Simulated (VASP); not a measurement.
# MgS (Niningerite) (Fm-3m) in VASP: settings compared, part 2 of 2

VASP 6.6.1.

### Step 6. Single point, r2SCAN

POSCAR reads:

```
MgS
1.0
    0.0000000000      2.6015177399      2.6015177399
    2.6015177399      0.0000000000      2.6015177399
    2.6015177399      2.6015177399      0.0000000000
Mg S
1 1
Direct
    0.0000000000      0.0000000000      0.0000000000
    0.5000000000      0.5000000000      0.5000000000
```

INCAR.step1 reads:

```
  PREC = Accurate
  ENCUT = 520
  ISMEAR = 0
  SIGMA = 0.01
  LREAL = False
  LASPH = True
  NELM = 80
  ISYM = 0
  NBANDS = 11
  GGA = PE
  ALGO = Normal
  EDIFF = 1E-4
  LWAVE = True
  LCHARG = False
```

INCAR.step2 reads:

```
  PREC = Accurate
  ENCUT = 520
  EDIFF = 1E-6
  ISMEAR = 0
  SIGMA = 0.01
  LREAL = False
  LASPH = True
  NELM = 80
  ALGO = Normal
  ISIF = 2
  LWAVE = False
  LCHARG = True
  METAGGA = R2SCAN
  LMIXTAU = True
  LELF = True
  LVHAR = True
  ISYM = 0
  NBANDS = 11
  ISTART = 1
```

KPOINTS reads:

```
regular mesh
0
Gamma
  8 8 1
```

Potentials or basis: VASP PAW PBE potentials, release 64 (Mg, S).

On the command line:

```
$ cat potpaw_PBE.64/Mg/POTCAR potpaw_PBE.64/S/POTCAR > POTCAR
$ cp INCAR.step1 INCAR
$ mpirun -np 1 vasp_std > vasp.out
$ cp INCAR.step2 INCAR
$ mpirun -np 1 vasp_std > vasp.out
```

OUTCAR:

```text
PREC = Accurate
   ENCUT = 520
   EDIFF = 1E-6
   ISMEAR = 0
   LREAL = False
   LASPH = True
   NELM = 80
   ISIF = 2
   METAGGA = R2SCAN
   ISYM = 0
   ISTART = 1

 ion  position               nearest neighbor table
   1  0.000  0.000  0.000-   2 2.60   2 2.60   2 2.60   2 2.60   2 2.60   2 2.60
   2  0.500  0.500  0.500-   1 2.60   1 2.60   1 2.60   1 2.60   1 2.60   1 2.60

IMPORTANT INFORMATION: All symmetrisations will be switched off!
NOSYMM: (Re-)initialisation of all symmetry stuff for point group C_1.

----------------------------------------------------------------------------------------

                                     Primitive cell

  volume of cell :      35.2136

  direct lattice vectors                    reciprocal lattice vectors
     0.000000000  2.601517740  2.601517740    -0.192195499  0.192195499  0.192195499
     2.601517740  0.000000000  2.601517740     0.192195499 -0.192195499  0.192195499
     2.601517740  2.601517740  0.000000000     0.192195499  0.192195499 -0.192195499

  length of vectors
     3.679101671  3.679101671  3.679101671     0.332892369  0.332892369  0.332892369

  position of ions in fractional coordinates (direct lattice)
     0.000000000  0.000000000  0.000000000
     0.500000000  0.500000000  0.500000000

  ion indices of the primitive-cell ions
   primitive index   ion index
                 1           1
                 2           2

----------------------------------------------------------------------------------------

 KPOINTS: regular mesh

Automatic generation of k-mesh.
 Grid dimensions read from file:
 generate k-points for:    8    8    1

 Generating k-lattice:

  Cartesian coordinates                     Fractional coordinates (reciprocal lattice)
    -0.024024437  0.024024437  0.024024437     0.125000000  0.000000000  0.000000000
     0.024024437 -0.024024437  0.024024437     0.000000000  0.125000000  0.000000000
     0.192195499  0.192195499 -0.192195499     0.000000000  0.000000000  1.000000000

  Length of vectors
     0.041611546  0.041611546  0.332892369

  Shift w.r.t. Gamma in fractional coordinates (k-lattice)
     0.000000000  0.000000000  0.000000000

 -----------------------------------------------------------------------------
|                                                                             |
|           W    W    AA    RRRRR   N    N  II  N    N   GGGG   !!!           |
|           W    W   A  A   R    R  NN   N  II  NN   N  G    G  !!!           |
|           W    W  A    A  R    R  N N  N  II  N N  N  G       !!!           |
|           W WW W  AAAAAA  RRRRR   N  N N  II  N  N N  G  GGG   !            |
|           WW  WW  A    A  R   R   N   NN  II  N   NN  G    G                |
|           W    W  A    A  R    R  N    N  II  N    N   GGGG   !!!           |
|                                                                             |
|     Your reciprocal lattice and k-lattice belong to different lattice       |
|     classes:                                                                |
|                                                                             |
|        The reciprocal lattice is body-centered cubic,                       |
|        whereas your k-lattice is base centered orthorhombic.                |
|                                                                             |
|     Results are often still useful ...                                      |
|                                                                             |
 -----------------------------------------------------------------------------

 WARNING: IBZKPT: internal override: KBLOWUP is changed to .FALSE.
      ... skipping the blow-up phase ...

[... 40 lines left out ...]
 SYSTEM =  unknown system
   PREC   = accura    normal or accurate (medium, high low for compatibility)
   ISTART =      1    job   : 0-new  1-cont  2-samecut
   ICHARG =      0    charge: 1-file 2-atom 10-const
   ISPIN  =      1    spin polarized calculation?
   LNONCOLLINEAR =      F non collinear calculations
   LSORBIT =      F    spin-orbit coupling
   LASPH  =      T    aspherical Exc in radial PAW
   ENCUT  =  520.0 eV  38.22 Ry    6.18 a.u.   6.84  6.84  6.84*2*pi/ulx,y,z
   NELM   =     80;   NELMIN=  2; NELMDL=  0     # of ELM steps
   EDIFF  = 0.1E-05   stopping-criterion for ELM
   LREAL  =      F    real-space projection
   EDIFFG = 0.1E-04   stopping-criterion for IOM
   NSW    =      0    number of steps for IOM
   IBRION =     -1    ionic relax: 0-MD 1-quasi-New 2-CG
   NFREE  =      0    steps in history (QN), initial steepest desc. (CG)
   ISIF   =      2    stress and relaxation
   ISYM   =      0    0-nonsym 1-usesym 2-fastsym
   POTIM  = 0.5000    time-step for ionic-motion
   TEBEG  =    0.0;   TEEND  =   0.0 temperature during run
   PSTRESS=    0.0 pullay stress
   NELECT =       8.0000    total number of electrons
   NUPDOWN=      -1.0000    fix difference up-down
   EMIN   =  10.00;   EMAX   =-10.00  energy-range for DOS
   EFERMI =   0.00;   METHOD = LEGACY
   ISMEAR =     0;   SIGMA  =   0.01  broadening in eV -4-tet -1-fermi 0-gaus
   EFERMI_NEDOS =   21; number of points for ismear=-14 and -15
   IALGO  =     38    algorithm
   IMIX   =      4    mixing-type and parameters
     AMIX     =   0.40;   BMIX     =  1.00
     AMIX_MAG =   1.60;   BMIX_MAG =  1.00
  volume/ion in A,a.u.               =      17.61       118.82
  Fermi-wavevector in a.u.,A,eV,Ry     =   0.998929  1.887702 13.576703  0.997860
  Thomas-Fermi vector in A             =   2.131185
   LORBIT       =      0    0 simple, 1 ext, 2 COOP (PROOUT), +10 PAW based schemes
   METAGGA = R2SCAN    functional components
   LHFCALC =     F    Hartree Fock is set to
   AEXX    =    0.0000 exact exchange contribution
   IVDW    =     0    specifies the selected vdW correction
   LEPSILON=     F    determine dielectric tensor
   LRPA    =     F    only Hartree local field effects (RPA)
 non-spin polarized calculation
 Gauss-broadening in eV      SIGMA  =   0.01
  energy-cutoff  :      520.00
  volume of cell :       35.21
 maximum number of plane-waves:       960
   NGX = 13   NGY = 13   NGZ = 13

 number of electron       8.0000000 magnetization

 Free energy of the ion-electron system (eV)
  ---------------------------------------------------
  ext. energy  EPLUGINS =         0.00000000
  ---------------------------------------------------
  free energy    TOTEN  =       -13.73092397 eV

  energy without entropy =      -13.73092397  energy(sigma->0) =      -13.73092397

 E-fermi :   3.8529     XC(G=0): -10.0048

 val. band max:        3.7871158845   @ k =   0.0000   0.0000   0.0000
 cond. band min:       6.9963147501   @ k =   0.5000   0.5000   0.0000
 fundamental gap:      3.2091988655
 Fermi energy:         3.8529440871

 k-point     1 :       0.0000    0.0000    0.0000
  band No.  band energies     occupation
      1      -9.4191      2.00000
      2       3.7521      2.00000
      3       3.7663      2.00000
      4       3.7871      2.00000
      5       8.2583      0.00000
      6      12.0620      0.00000
      7      12.0644      0.00000
      8      12.2709      0.00000
      9      14.5198      0.00000
     10      14.5944      0.00000
     11      17.0329      0.00000
[... 309 lines left out ...]
 k-point    24 :       0.2500    0.3750    0.0000
  band No.  band energies     occupation
      1      -8.2328      2.00000
      2       0.2385      2.00000
      3       2.2074      2.00000
      4       2.5029      2.00000
      5       8.7843      0.00000
      6       9.9052      0.00000
      7      13.0854      0.00000
      8      14.1116      0.00000
      9      16.2460      0.00000
     10      17.3732      0.00000
     11      20.2015      0.00000

 [... further k-points ...]

------------------------ aborting loop because EDIFF is reached ----------------------------------------

  FORCE on cell =-STRESS in cart. coord.  units (eV):
  Direction    XX          YY          ZZ          XY          YZ          ZX
  --------------------------------------------------------------------------------------
  -------------------------------------------------------------------------------------
  Total        2.6299457      2.6299457      0.8085027      1.8599537     -0.0000139     -0.0000140
  in kB      119.6594460    119.6594468     36.7859274     84.6257120     -0.0006346     -0.0006355
  external PRESSURE =      92.0349401 kB  Pullay stress =       0.0000000 kB

 VOLUME and BASIS-vectors are now :
 -----------------------------------------------------------------------------
  energy-cutoff  :      520.00
  volume of cell :       35.21
      direct lattice vectors                 reciprocal lattice vectors
     0.000000000  2.601517740  2.601517740    -0.192195499  0.192195499  0.192195499
     2.601517740  0.000000000  2.601517740     0.192195499 -0.192195499  0.192195499
     2.601517740  2.601517740  0.000000000     0.192195499  0.192195499 -0.192195499

 POSITION                                       TOTAL-FORCE (eV/Angst)
 -----------------------------------------------------------------------------------
      0.00000      0.00000      0.00000         0.000000      0.000000      0.000000
      2.60152      2.60152      2.60152        -0.000000     -0.000000     -0.000000
 -----------------------------------------------------------------------------------
    total drift:                               -0.000000      0.000000     -0.000000

  FREE ENERGIE OF THE ION-ELECTRON SYSTEM (eV)
  ---------------------------------------------------
  free  energy   TOTEN  =       -13.7309239723 eV

  energy  without entropy=      -13.7309239723  energy(sigma->0) =      -13.73092397
```

Run time: 85 s. Hardware: 1 thread of AMD EPYC 7R13 (Zen 3), shared host; peak memory 0.14 GiB.

The run converged, but its numbers aren't listed here, since they failed a check.

Caveat: the k points lie up to 2.09 Å⁻¹ apart; the PAW data sets were made with another functional, which shifts forces and pressure a little.

### Step 7. Summary

```csv
level,smearing,gap on the mesh (eV),pressure (GPa)
r2SCAN,gaussian 0.01 eV,3.43,-0.4
r2SCAN+D3(BJ),gaussian 0.01 eV,3.43,-2.0
r2SCAN+rVV10,gaussian 0.01 eV,3.41,-1.0
r2SCAN,methfessel-paxton 0.5 eV,3.43,-0.5
```

Alike in all rows: task single point; potentials or basis VASP PAW PBE potentials, release 64 (Mg, S); no spin polarisation; cell as given; k mesh 6 × 6 × 6; cutoff (eV) 520.

On the cell as given the gap runs from 3.41 eV (r2SCAN+rVV10) to 3.43 eV (r2SCAN). The pressure there spans -2.0 GPa (r2SCAN+D3(BJ)) to -0.4 GPa (r2SCAN); a positive pressure means that this level wants a larger cell, a negative one a smaller.

Caveats: the PAW data sets were made with another functional, which shifts forces and pressure a little.

Absolute energies hang on the potentials; compare differences alone.
